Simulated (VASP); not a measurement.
SnO2, 3 atoms in the cell. The structure is trigonal, space group R-3m (No. 166). The conventional cell has a = 3.050 Å, b = 3.050 Å, c = 14.290 Å, α = 90.00°, β = 90.00°, γ = 120.00°. Sn (site symmetry -3m) has 6 O at 2.06 Å within 2.7 Å. O (site symmetry 3m) has 3 Sn at 2.06 Å and 3 O at 2.77 Å within 2.8 Å. 

```yaml
Program: VASP 6.6.1
Task: single point
Functional: PBEsol
Potentials_or_basis: VASP PAW PBE potentials, release 64 (Sn_d, O_h)
Cutoff: 910 eV
k_mesh: 12 × 12 × 12
Occupations: gaussian, width 0.05 eV
Spin: no spin polarisation
Dipole_correction: no
Further_INCAR_settings: ALGO = Normal; EDIFF = 1e-06; NBANDS = 20
```

Potentials or basis: VASP PAW PBE potentials, release 64 (Sn_d, O_h).

The run is started by

```bash
$ cat potpaw_PBE.64/Sn_d/POTCAR potpaw_PBE.64/O_h/POTCAR > POTCAR
$ mpirun -np 1 vasp_std > vasp.out
```

Hardware: 1 thread of Intel(R) Xeon(R) Platinum 8488C (Sapphire Rapids), on a shared host.

Problem. How long does it take, and how much memory?

Solution. Wall time 9.4 min on 1 thread of Intel(R) Xeon(R) Platinum 8488C (Sapphire Rapids), on a shared host, peak memory 0.55 GiB. Counts: scf iterations 13, k points 189.
